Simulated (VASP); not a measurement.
Input of a VASP 6.6.1 run:

INCAR

```
SYSTEM = MoS2
PREC = Accurate
ENCUT = 520
EDIFF = 1E-7
ISMEAR = 0
SIGMA = 0.02
LREAL = .False.
LASPH = .True.
NELM = 60
ALGO = Normal
ISIF = 2
LWAVE = .False.
LCHARG = .True.
GGA = PS
LELF = .True.
LVHAR = .True.
NBANDS = 20
```

File KPOINTS:

```
regular mesh
0
Gamma
  10 10 10
  0 0 0
```

The input POSCAR:

```
MoS2
1.0
    1.5800000000      0.9122134253      6.1500000000
   -1.5800000000      0.9122134253      6.1500000000
    0.0000000000     -1.8244268506      6.1500000000
Mo S
1 2
Direct
    0.0000000000      0.0000000000      0.0000000000
    0.4170000000      0.4170000000      0.4170000000
    0.2500000000      0.2500000000      0.2500000000
```

Potentials or basis: VASP PAW PBE potentials, release 64 (Mo_sv, S).

Command:

```sh
$ cat potpaw_PBE.64/Mo_sv/POTCAR potpaw_PBE.64/S/POTCAR > POTCAR
$ mpirun -np 1 vasp_std > vasp.out
```

Problem. Estimate the band gap on the k mesh.

Solution. 0.92 eV (least direct gap 1.96 eV).

Problem. Estimate the pressure.

Solution. 0.3 GPa.

Problem. Estimate the largest force.

Solution. 0.260 eV/Å.

Stress tensor (GPa, compression positive):
```
-0.65  0.00  0.00
 0.00 -0.65  0.00
 0.00  0.00  2.30
```

Caveat: the PAW data sets were made with another functional, which shifts forces and pressure a little. A k mesh can miss the band edges.
